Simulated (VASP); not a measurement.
Wanted: the native input for a VASP 6.6.1 run.

| Property | Result |
| --- | --- |
| Task | single point |
| Functional | PBE |
| Potentials or basis | VASP PAW PBE potentials, release 64 (Cu, I) |
| Cutoff | 520 eV |
| k mesh | 8 × 8 × 8 |
| Occupations | fermi-dirac, width 0.02 eV |
| Spin | no spin polarisation |
| Dipole correction | no |
| Further INCAR settings | ALGO = Normal; EDIFF = 1e-06; NBANDS = 16 |

The structure of CuI lies in POSCAR:

```
CuI
1.0
    0.0000000000      3.0120290779      3.1626305317
    3.0120290779      0.0000000000      3.1626305317
    3.0120290779      3.0120290779      0.0000000000
Cu I
1 1
Direct
    0.0000000000      0.0000000000      0.0000000000
    0.2500000000      0.2500000000      0.2500000000
```

This cell differs from its parent crystal: uniaxial z strain +5.0%.

The input as run:

INCAR

```
PREC     = Accurate       # precision mode
ENCUT    = 520            # plane-wave cutoff, eV
EDIFF    = 1E-6           # SCF threshold, eV
ISMEAR   = -1             # smearing method
SIGMA    = 0.02           # smearing width, eV
LREAL    = F              # projectors in reciprocal space
LASPH    = T              # aspherical terms in the spheres
NELM     = 100            # most SCF steps
ALGO     = Normal         # electronic algorithm
ISIF     = 2              # what is computed and relaxed
LWAVE    = F              # write WAVECAR
LCHARG   = F              # write CHGCAR
GGA      = PE             # functional
NBANDS   = 16             # bands
```

KPOINTS

```
Automatic mesh
0
Gamma
  8 8 8
```

Potentials or basis: VASP PAW PBE potentials, release 64 (Cu, I).

The run is started by

```console
$ cat potpaw_PBE.64/Cu/POTCAR potpaw_PBE.64/I/POTCAR > POTCAR
$ mpirun -np 1 vasp_std > vasp.out
```

Results of the run:

```
Pressure               : -0.7 GPa
Band gap on the k mesh : 1.04 eV
```

Caveat: the cell differs from its parent crystal (uniaxial z strain +5.0%); spin-orbit coupling is left out, which moves the levels of the heavy elements.

Wall time 30 s on 1 thread of Intel(R) Xeon(R) 6975P-C (Granite Rapids), with other jobs on the host, peak memory 0.2 GiB.
